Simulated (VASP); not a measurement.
BIr, 2 atoms in the cell. Symmetry: P-6m2, No. 187, hexagonal system. The conventional cell has a = 2.863 Å, b = 2.863 Å, c = 3.052 Å, α = 90.00°, β = 90.00°, γ = 120.00°. Within 3.0 Å of B (site symmetry -6m2) lie 6 Ir at 2.25 Å and 6 B at 2.86 Å. Ir (site symmetry -6m2) has 6 B at 2.25 Å and 6 Ir at 2.86 Å within 3.0 Å.  This cell differs from its parent crystal: ratio of the length along z to the lengths across it x 1.2, volume and fractional coordinates fixed.

```yaml
Program: VASP 6.6.1
Task: single point
Functional: r2SCAN
Potentials_or_basis: VASP PAW PBE potentials, release 64 (B, Ir)
Cutoff: 520 eV
k_mesh: 21 × 21 × 20
Occupations: gaussian, width 0.15 eV
Spin: no spin polarisation
Dipole_correction: no
Further_INCAR_settings: ALGO = Normal; EDIFF = 1e-06; NBANDS = 13
```

Potentials or basis: VASP PAW PBE potentials, release 64 (B, Ir).

Run with:

```console
$ cat potpaw_PBE.64/B/POTCAR potpaw_PBE.64/Ir/POTCAR > POTCAR
$ cp INCAR.step1 INCAR
$ mpirun -np 1 vasp_std > vasp.out
$ cp INCAR.step2 INCAR
$ mpirun -np 1 vasp_std > vasp.out
```

Hardware: 1 thread of AMD EPYC 9R45 96-Core Processor (Zen 5), on a shared host.

Q: How long does it take, and how much memory?

A: Wall time 4.5 min on 1 thread of AMD EPYC 9R45 96-Core Processor (Zen 5), on a shared host, peak memory 0.26 GiB. Counts: k points 528.
